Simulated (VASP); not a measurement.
**C: single point with LDA**

The system is C.

```
C
1.0
    -1.22267   -2.11645    0.00000
     1.22267   -2.11645    0.00000
     0.54341   -1.41097   13.45153
C
8
Direct
  0.31941 0.26385 0.12500
  0.79163 0.62496 0.37500
  0.26385 0.98607 0.62500
  0.73607 0.34719 0.87500
  0.65281 0.59726 0.12500
  0.12504 0.95837 0.37500
  0.59726 0.31948 0.62500
  0.06948 0.68059 0.87500
```

```json
{"Program": "VASP 6.6.1", "Task": "single point", "Functional": "LDA", "Potentials or basis": "VASP PAW LDA potentials, release 64 (C)", "Cutoff": "520 eV", "k mesh": "15 × 15 × 3", "Occupations": "gaussian, width 0.03 eV", "Spin": "no spin polarisation"}
```

```yaml
Pressure: 0.9 GPa
Largest_force: 0.016 eV/Å
```

Forces on the atoms (eV/Å):
```
C    0.007  0.002  0.005
C    0.000 -0.003  0.000
C    0.000 -0.003  0.002
C   -0.005 -0.015 -0.005
C    0.005  0.015  0.005
C    0.000  0.003 -0.002
C    0.000  0.003  0.000
C   -0.007 -0.002 -0.005
```

Stress tensor (GPa, compression positive):
```
 1.34  0.04  0.09
 0.04  1.48  0.10
 0.09  0.10 -0.11
```

Wall time 8 min on 1 thread of Intel(R) Xeon(R) Platinum 8259CL CPU @ 2.50GHz (Skylake/Cascade Lake) (shared host), peak memory 0.46 GiB.
